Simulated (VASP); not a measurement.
# Si2W in VASP: a series of runs, part 2 of 2

VASP 6.6.1. Earlier steps stand in the parts before.

## (3) Single point, PBE

This run uses another cell than the first one: it holds 6 atoms, not 3.

The input, INCAR:

```
SYSTEM = Si2W
ALGO = Normal ; EDIFF = 1E-7
ENCUT = 520 ; GGA = PE
ISIF = 2 ; ISMEAR = 0
LASPH = .True. ; LCHARG = .False.
LREAL = .False. ; LWAVE = .False.
NBANDS = 31 ; NELM = 80
PREC = Accurate ; SIGMA = 0.2
```

The input, KPOINTS:

```
k-points
0
Gamma
  8 4 4
  0 0 0
```

The input, POSCAR:

```
Si2W
1.0
    2.9523570846      0.0000000000      0.0000000000
    0.0000000000      5.1136324726      0.0000000000
    0.0000000000      0.0000000000      5.8534573765
Si W
4 2
Direct
    0.5000000000      0.1666666667      0.6696370143
    0.0000000000      0.6666666667      0.6696370143
    0.0000000000      0.3333333333      0.3303629857
    0.5000000000      0.8333333333      0.3303629857
    0.0000000000      0.0000000000      0.0000000000
    0.5000000000      0.5000000000      1.0000000000
```

Potentials or basis: VASP PAW PBE potentials, release 64 (Si, W_sv).

Started as:

```console
> cat potpaw_PBE.64/Si/POTCAR potpaw_PBE.64/W_sv/POTCAR > POTCAR
> mpirun -np 1 vasp_std > vasp.out
```

OUTCAR:

```text
SYSTEM = Si2W
   EDIFF = 1E-7
   ENCUT = 520
   GGA = PE
   ISIF = 2
   ISMEAR = 0
   LASPH = .True.
   LREAL = .False.
   NELM = 80
   PREC = Accurate

 ion  position               nearest neighbor table
   1  0.500  0.167  0.670-   6 2.58   5 2.58   5 2.58   3 2.62   3 2.62   4 2.62   2 2.95   2 2.95
                             2 2.95   2 2.95
   2  0.000  0.667  0.670-   5 2.58   6 2.58   6 2.58   4 2.62   4 2.62   3 2.62   1 2.95   1 2.95
                             1 2.95   1 2.95
   3  0.000  0.333  0.330-   5 2.58   6 2.58   6 2.58   1 2.62   1 2.62   2 2.62   4 2.95   4 2.95
                             4 2.95   4 2.95
   4  0.500  0.833  0.330-   6 2.58   5 2.58   5 2.58   2 2.62   2 2.62   1 2.62   3 2.95   3 2.95
                             3 2.95   3 2.95
   5  0.000  0.000  0.000-   2 2.58   3 2.58   1 2.58   4 2.58   1 2.58   4 2.58   6 2.95   6 2.95
                             6 2.95   6 2.95
   6  0.500  0.500  0.000-   1 2.58   4 2.58   3 2.58   2 2.58   2 2.58   3 2.58   5 2.95   5 2.95
                             5 2.95   5 2.95

  LATTYP: Found a simple orthorhombic cell.
 ALAT       =     2.9523570846
 B/A-ratio  =     1.7320508076
 C/A-ratio  =     1.9826386879

  Lattice vectors:

 A1 = (   2.9523570846,   0.0000000000,   0.0000000000)
 A2 = (   0.0000000000,   5.1136324726,   0.0000000000)
 A3 = (   0.0000000000,   0.0000000000,   5.8534573765)

Analysis of symmetry for initial positions (statically):
=====================================================================
 Subroutine PRICEL returns following result:

  LATTYP: Found a hexagonal cell.
 ALAT       =     2.9523570846
 C/A-ratio  =     1.9826386879

  Lattice vectors:

 A1 = (  -2.9523570846,   0.0000000000,   0.0000000000)
 A2 = (   1.4761785423,  -2.5568162363,   0.0000000000)
 A3 = (   0.0000000000,   0.0000000000,   5.8534573765)

   2 primitive cells build up your supercell.

 Routine SETGRP: Setting up the symmetry group for a
 simple orthorhombic supercell.

 Subroutine GETGRP returns: Found  4 space group operations
 (whereof  4 operations were pure point group operations)
 out of a pool of  8 trial point group operations.

The static configuration has the point symmetry C_2h.

Analysis of symmetry for dynamics (positions and initial velocities):
=====================================================================
 Subroutine PRICEL returns following result:

  LATTYP: Found a hexagonal cell.
 ALAT       =     2.9523570846
 C/A-ratio  =     1.9826386879

  Lattice vectors:

 A1 = (  -2.9523570846,   0.0000000000,   0.0000000000)
 A2 = (   1.4761785423,  -2.5568162363,   0.0000000000)
 A3 = (   0.0000000000,   0.0000000000,   5.8534573765)

   2 primitive cells build up your supercell.

 Routine SETGRP: Setting up the symmetry group for a
 simple orthorhombic supercell.

 Subroutine GETGRP returns: Found  4 space group operations
 (whereof  4 operations were pure point group operations)
 out of a pool of  8 trial point group operations.

The dynamic configuration has the point symmetry C_2h.

 Subroutine INISYM returns: Found  4 space group operations
[... 51 lines left out ...]

 Found     50 irreducible k-points:

 Following reciprocal coordinates:
            Coordinates               Weight
  0.000000  0.000000  0.000000      1.000000
  0.125000  0.000000  0.000000      2.000000
  0.250000  0.000000  0.000000      2.000000
  0.375000  0.000000  0.000000      2.000000
  0.500000  0.000000  0.000000      1.000000
  0.000000  0.250000  0.000000      2.000000
[... 16 lines left out ...]
  0.125000  0.250000  0.250000      4.000000
 -0.125000  0.250000 -0.250000      4.000000
 [... further k-points ...]
   k-points           NKPTS =     50   k-points in BZ     NKDIM =     50   number of bands    NBANDS=     31
   number of dos      NEDOS =    301   number of ions     NIONS =      6
   total plane-waves  NPLWV =  46080
   dimension x,y,z NGX =    24 NGY =   40 NGZ =   48
   dimension x,y,z NGXF=    48 NGYF=   80 NGZF=   96
   ions per type =               4   2
   NGX,Y,Z   is equivalent  to a cutoff of  13.51, 13.00, 13.63 a.u.
   NGXF,Y,Z  is equivalent  to a cutoff of  27.03, 26.01, 27.27 a.u.
 SYSTEM =  Si2W
   PREC   = accura    normal or accurate (medium, high low for compatibility)
   ISTART =      0    job   : 0-new  1-cont  2-samecut
   ICHARG =      2    charge: 1-file 2-atom 10-const
   ISPIN  =      1    spin polarized calculation?
   LNONCOLLINEAR =      F non collinear calculations
   LSORBIT =      F    spin-orbit coupling
   LASPH  =      T    aspherical Exc in radial PAW
   ENCUT  =  520.0 eV  38.22 Ry    6.18 a.u.   5.49  9.51 10.88*2*pi/ulx,y,z
   NELM   =     80;   NELMIN=  2; NELMDL= -5     # of ELM steps
   EDIFF  = 0.1E-06   stopping-criterion for ELM
   LREAL  =      F    real-space projection
   EDIFFG = 0.1E-05   stopping-criterion for IOM
   NSW    =      0    number of steps for IOM
   IBRION =     -1    ionic relax: 0-MD 1-quasi-New 2-CG
   NFREE  =      0    steps in history (QN), initial steepest desc. (CG)
   ISIF   =      2    stress and relaxation
   ISYM   =      2    0-nonsym 1-usesym 2-fastsym
   POTIM  = 0.5000    time-step for ionic-motion
   TEBEG  =    0.0;   TEEND  =   0.0 temperature during run
   PSTRESS=    0.0 pullay stress
   NELECT =      44.0000    total number of electrons
   NUPDOWN=      -1.0000    fix difference up-down
   EMIN   =  10.00;   EMAX   =-10.00  energy-range for DOS
   EFERMI =   0.00;   METHOD = LEGACY
   ISMEAR =     0;   SIGMA  =   0.20  broadening in eV -4-tet -1-fermi 0-gaus
   EFERMI_NEDOS =   21; number of points for ismear=-14 and -15
   IALGO  =     38    algorithm
   IMIX   =      4    mixing-type and parameters
     AMIX     =   0.40;   BMIX     =  1.00
     AMIX_MAG =   1.60;   BMIX_MAG =  1.00
  volume/ion in A,a.u.               =      14.73        99.39
  Fermi-wavevector in a.u.,A,eV,Ry     =   1.297544  2.452003 22.907048  1.683621
  Thomas-Fermi vector in A             =   2.428930
   LORBIT       =      0    0 simple, 1 ext, 2 COOP (PROOUT), +10 PAW based schemes
   GGA     = PE    functional components
   LHFCALC =     F    Hartree Fock is set to
   AEXX    =    0.0000 exact exchange contribution
   IVDW    =     0    specifies the selected vdW correction
   LEPSILON=     F    determine dielectric tensor
   LRPA    =     F    only Hartree local field effects (RPA)
 non-spin polarized calculation
 Gauss-broadening in eV      SIGMA  =   0.20
  energy-cutoff  :      520.00
  volume of cell :       88.37
 maximum number of plane-waves:      2404
 NGX is ok and might be reduce to    24

 number of electron      44.0000003 magnetization

 Free energy of the ion-electron system (eV)
  ---------------------------------------------------
  ext. energy  EPLUGINS =         0.00000000
  ---------------------------------------------------
  free energy    TOTEN  =       -46.98332449 eV

  energy without entropy =      -46.91967758  energy(sigma->0) =      -46.95150103

 E-fermi :  10.3467     XC(G=0): -12.0888

 val. band max:       10.3240808935   @ k =   0.1250   0.0000   0.2500
 cond. band min:      10.3558626923   @ k =   0.1250   0.5000   0.5000
 fundamental gap:      0.0317817989
 Fermi energy:        10.3466787139

 k-point     1 :       0.0000    0.0000    0.0000
  band No.  band energies     occupation
      1     -63.2872      2.00000
      2     -63.2412      2.00000
      3     -27.8745      2.00000
      4     -27.6142      2.00000
      5     -27.5060      2.00000
      6     -27.3779      2.00000
[... 805 lines left out ...]
     30      15.0589      0.00000
     31      15.7091      0.00000

 [... further k-points ...]

------------------------ aborting loop because EDIFF is reached ----------------------------------------

  FORCE on cell =-STRESS in cart. coord.  units (eV):
  Direction    XX          YY          ZZ          XY          YZ          ZX
  --------------------------------------------------------------------------------------
  -------------------------------------------------------------------------------------
  Total        0.0948098     -0.0818819      0.2266290      0.0000000      0.0781283      0.0000000
  in kB        1.7189101     -1.4845252      4.1088014      0.0000000      1.4164727      0.0000000
  external PRESSURE =       1.4477288 kB  Pullay stress =       0.0000000 kB

 VOLUME and BASIS-vectors are now :
 -----------------------------------------------------------------------------
  energy-cutoff  :      520.00
  volume of cell :       88.37
      direct lattice vectors                 reciprocal lattice vectors
     2.952357085  0.000000000  0.000000000     0.338712416  0.000000000  0.000000000
     0.000000000  5.113632473  0.000000000     0.000000000  0.195555704  0.000000000
     0.000000000  0.000000000  5.853457376     0.000000000  0.000000000  0.170839204

 POSITION                                       TOTAL-FORCE (eV/Angst)
 -----------------------------------------------------------------------------------
      1.47618      0.85227      3.91969         0.000000      0.012892      0.006158
      0.00000      3.40909      3.91969        -0.000000      0.012892      0.006158
      0.00000      1.70454      1.93377         0.000000     -0.012892     -0.006158
      1.47618      4.26136      1.93377        -0.000000     -0.012892     -0.006158
      0.00000      0.00000      0.00000         0.000000     -0.000000     -0.000000
      1.47618      2.55682      0.00000        -0.000000     -0.000000      0.000000
 -----------------------------------------------------------------------------------
    total drift:                                0.000000     -0.000000     -0.000000

  FREE ENERGIE OF THE ION-ELECTRON SYSTEM (eV)
  ---------------------------------------------------
  free  energy   TOTEN  =       -46.9833244931 eV

  energy  without entropy=      -46.9196775767  energy(sigma->0) =      -46.95150103
```

OSZICAR:

```text
N       E                     dE             d eps       ncg     rms          rms(c)
DAV:   1     0.356453843202E+03    0.35645E+03   -0.22064E+04  3236   0.142E+03
DAV:   2    -0.306860008550E+02   -0.38714E+03   -0.37337E+03  3378   0.395E+02
DAV:   3    -0.483429371787E+02   -0.17657E+02   -0.16963E+02  3964   0.765E+01
DAV:   4    -0.486524712286E+02   -0.30953E+00   -0.30816E+00  3708   0.985E+00
DAV:   5    -0.486574916618E+02   -0.50204E-02   -0.50191E-02  3784   0.137E+00    0.316E+01
DAV:   6    -0.474499560089E+02    0.12075E+01   -0.56286E+00  3846   0.144E+01    0.115E+01
DAV:   7    -0.472331342330E+02    0.21682E+00   -0.29248E+00  3711   0.701E+00    0.593E+00
DAV:   8    -0.469852975748E+02    0.24784E+00   -0.71689E-01  3665   0.472E+00    0.111E+00
DAV:   9    -0.469843709376E+02    0.92664E-03   -0.61170E-02  3733   0.113E+00    0.957E-01
DAV:  10    -0.469834464885E+02    0.92445E-03   -0.28987E-03  3516   0.361E-01    0.383E-01
DAV:  11    -0.469833259081E+02    0.12058E-03   -0.63875E-04  3991   0.168E-01    0.811E-02
DAV:  12    -0.469833248166E+02    0.10915E-05   -0.23260E-05  3641   0.317E-02    0.315E-02
DAV:  13    -0.469833254413E+02   -0.62478E-06   -0.65280E-06  3762   0.171E-02    0.626E-03
DAV:  14    -0.469833245916E+02    0.84977E-06   -0.98108E-07  3555   0.627E-03    0.176E-03
DAV:  15    -0.469833244931E+02    0.98460E-07   -0.81357E-08  2257   0.155E-03
   1 F= -.46983324E+02 E0= -.46951501E+02  d E =-.636469E-01
```

stdout:

```text
POSCAR found type information on POSCAR SiW
 POSCAR found :  2 types and       6 ions
 scaLAPACK will be used
 LDA part: xc-table for (Slater+PW92), standard interpolation
 POSCAR, INCAR and KPOINTS ok, starting setup
 FFT: planning ... GRIDC
 FFT: planning ... GRID_SOFT
 FFT: planning ... GRID
 WAVECAR not read
 entering main loop
```

Wall time 59 s (1 thread of Intel Xeon 6975P-C (Granite Rapids), shared host); peak memory 0.26 GiB.

Results:

```
Free energy            : -46.9833 eV
Pressure               : 0.1 GPa
Largest force          : 0.014 eV/Å
Band gap on the k mesh : zero (bands 22 and 23 overlap by 2.58 eV)
```

Forces in eV/Å, atoms in the order of the input:
```
Si   0.000  0.013  0.006
Si   0.000  0.013  0.006
Si   0.000 -0.013 -0.006
Si   0.000 -0.013 -0.006
W    0.000  0.000  0.000
W    0.000  0.000  0.000
```

Caveat: spin-orbit coupling is left out, which moves the levels of the heavy elements.

## (4) Single point, PBE

This run uses another cell than the first one: it holds 6 atoms, not 3.

The input, INCAR:

```
SYSTEM = Si2W
PREC     = Accurate       ! precision mode
ENCUT    = 520            ! plane-wave cutoff, eV
EDIFF    = 1E-6           ! SCF threshold, eV
ISMEAR   = 0              ! smearing method
SIGMA    = 0.2            ! smearing width, eV
LREAL    = .False.        ! projectors in reciprocal space
LASPH    = .True.         ! aspherical terms in the spheres
NELM     = 60             ! most SCF steps
ALGO     = Normal         ! electronic algorithm
ISIF     = 2              ! what is computed and relaxed
LWAVE    = .False.        ! write WAVECAR
LCHARG   = .False.        ! write CHGCAR
GGA      = PE             ! functional
NBANDS   = 31             ! bands
```

The input, KPOINTS:

```
regular mesh
0
Gamma
  8 4 4
  0 0 0
```

The input, POSCAR:

```
Si2W
1.0
    2.9524972309      0.0226772490     -0.0006380473
    0.0376320979      5.1096443164      0.0056531783
   -0.0012993498      0.0075340883      5.8596044237
Si W
4 2
Direct
    0.4941654855      0.1684944589      0.6699762621
   -0.0046999130      0.6684940764      0.6699291616
    0.0056163834      0.3315594851      0.3299928328
    0.5048496817      0.8315180596      0.3300963816
   -0.0000660530     -0.0000330919      0.0000042723
    0.5001344153      0.4999670118      1.0000010897
```

Started as:

```console
> cat potpaw_PBE.64/Si/POTCAR potpaw_PBE.64/W_sv/POTCAR > POTCAR
> mpirun -np 1 vasp_std > vasp.out
```

Wall time 83 s (1 thread of Intel Xeon 6975P-C (Granite Rapids), shared host); peak memory 0.3 GiB.

The run converged. Its results:

```yaml
Free_energy: -46.9831 eV
Pressure: 0.1 GPa
Largest_force: 0.024 eV/Å
Band_gap_on_the_k_mesh: zero (bands 22 and 23 overlap by 2.51 eV)
```

Forces on the atoms (eV/Å):
```
Si   0.009 -0.003 -0.022
Si   0.003 -0.004 -0.019
Si  -0.007  0.001  0.023
Si  -0.004  0.003  0.018
W   -0.002  0.000  0.001
W    0.001  0.003 -0.001
```

Stress tensor (GPa, compression positive):
```
 0.16 -0.15  0.04
-0.15  0.09  0.06
 0.04  0.06  0.19
```

Levels at points of the mesh, in eV from the Fermi level:
| k point | band 20 | band 21 | band 22 | band 23 | band 24 | band 25 |
| --- | --- | --- | --- | --- | --- | --- |
| (0.00, 0.00, 0.00) | -0.65 | -0.33 | -0.01 | 1.40 | 1.55 | 2.13 |
| (0.50, 0.00, 0.00) | -2.27 | -1.70 | -1.69 | -0.80 | -0.80 | 1.33 |
| (0.00, 0.50, 0.00) | -0.86 | 0.28 | 0.29 | 0.93 | 0.93 | 1.12 |
| (0.50, 0.50, 0.00) | -0.91 | -0.45 | -0.20 | -0.10 | -0.01 | 1.97 |
| (0.00, 0.00, 0.50) | -0.66 | -0.63 | 1.33 | 1.49 | 2.86 | 3.62 |
| (0.50, 0.00, 0.50) | -2.15 | -1.74 | -1.74 | -0.09 | -0.08 | 0.99 |
| (0.00, 0.50, 0.50) | -0.92 | 0.09 | 0.09 | 1.17 | 1.17 | 3.01 |
| (0.50, 0.50, 0.50) | -2.68 | -0.79 | -0.52 | 2.70 | 2.80 | 3.98 |

Caveat: spin-orbit coupling is left out, which moves the levels of the heavy elements.

## (5) Single point, PBE

This run uses another cell than the first one, of 14.73 Å³/atom.

The input, INCAR:

```
SYSTEM = Si2W
ALGO = Normal
EDIFF = 1E-6
ENCUT = 520
GGA = PE
ISIF = 2
ISMEAR = 0
LASPH = .True.
LCHARG = .False.
LREAL = .False.
LWAVE = .False.
NBANDS = 18
NELM = 80
PREC = Accurate
SIGMA = 0.1
```

The input, KPOINTS:

```
k-points
0
Gamma
  18 18 8
  0 0 0
```

The input, POSCAR:

```
Si2W
1.0
    2.9523570846      0.0000000000      0.0000000000
   -1.4761785423      2.5568162363      0.0000000000
    0.0000000000      0.0000000000      5.8534573765
Si W
2 1
Direct
    0.6666666667      0.3333333333      0.6696370143
    0.3333333333      0.6666666667      0.3303629857
    0.0000000000      0.0000000000      0.0000000000
```

Started as:

```console
> cat potpaw_PBE.64/Si/POTCAR potpaw_PBE.64/W_sv/POTCAR > POTCAR
> mpirun -np 1 vasp_std > vasp.out
```

Run time: 61 s. Hardware: 1 thread of Intel Xeon 6975P-C (Granite Rapids), shared host; peak memory 0.32 GiB.

Results (log left out):

- Free energy: -23.4766 eV
- Pressure: 0.1 GPa
- Largest force: 0.014 eV/Å
- Band gap on the k mesh: zero (bands 11 and 12 overlap by 3.18 eV)

Forces in eV/Å, atoms in the order of the input:
```
Si   0.000  0.000 -0.014
Si   0.000  0.000  0.014
W    0.000  0.000  0.000
```

Levels at points of the mesh, in eV from the Fermi level:
```
           k point  band 7  band 8  band 9  band 10  band 11  band 12  band 13  band 14  band 15  band 16
(0.00, 0.00, 0.00)   -7.52   -2.08   -0.76    -0.76     1.50     1.50     4.33     6.74     6.74     7.43
(0.50, 0.00, 0.00)   -6.38   -4.02   -2.96    -1.01    -0.30    -0.01     2.15     3.39     4.38     6.09
(0.00, 0.00, 0.50)   -4.53   -3.02   -0.74    -0.74     1.43     1.43     3.68     6.02     6.02     9.22
(0.50, 0.00, 0.50)   -6.11   -4.60   -3.32    -2.68    -0.64     2.83     4.12     4.38     4.54     4.97
```

Caveat: spin-orbit coupling is left out, which moves the levels of the heavy elements.

## (6) Overview

| task | cell | k mesh | cutoff (eV) | smearing | gap on the mesh (eV) | pressure (GPa) | largest force (eV/Å) |
| --- | --- | --- | --- | --- | --- | --- | --- |
| relaxation of cell and atoms | relaxed from a = 3.330, b = 3.330, c = 5.873 Å, angles 90.0, 90.0, 120.0°, 3 atoms, atomic positions A | 6 × 6 × 4 | 600 | gaussian 0.1 eV | none | 0.1 | 0.02 |
| single point | a = 2.952, b = 5.114, c = 5.853 Å, 6 atoms, atomic positions B | 8 × 4 × 4 | 520 | gaussian 0.2 eV | none | 0.1 | 0.01 |
| single point | a = 2.953, b = 5.110, c = 5.860 Å, angles 89.9, 90.0, 89.1°, 6 atoms, atomic positions C | 8 × 4 × 4 | 520 | gaussian 0.2 eV | none | 0.1 | 0.02 |
| single point | a = 2.952, b = 2.952, c = 5.853 Å, angles 90.0, 90.0, 120.0°, 3 atoms, atomic positions D | 18 × 18 × 8 | 520 | gaussian 0.1 eV | none | 0.1 | 0.01 |

Alike in all rows: level PBE; potentials or basis VASP PAW PBE potentials, release 64 (Si, W_sv); no spin polarisation.

Caveats: some runs use coarse meshes; spin-orbit coupling is left out, which moves the levels of the heavy elements; the volume moved by over 15 % at a fixed basis, so the end points are rough (at least some runs).

Total energies depend on the potentials used, so only differences within one code and one set of settings carry meaning.

The gap in the log of VASP goes by the Fermi energy; the results here count the filled bands.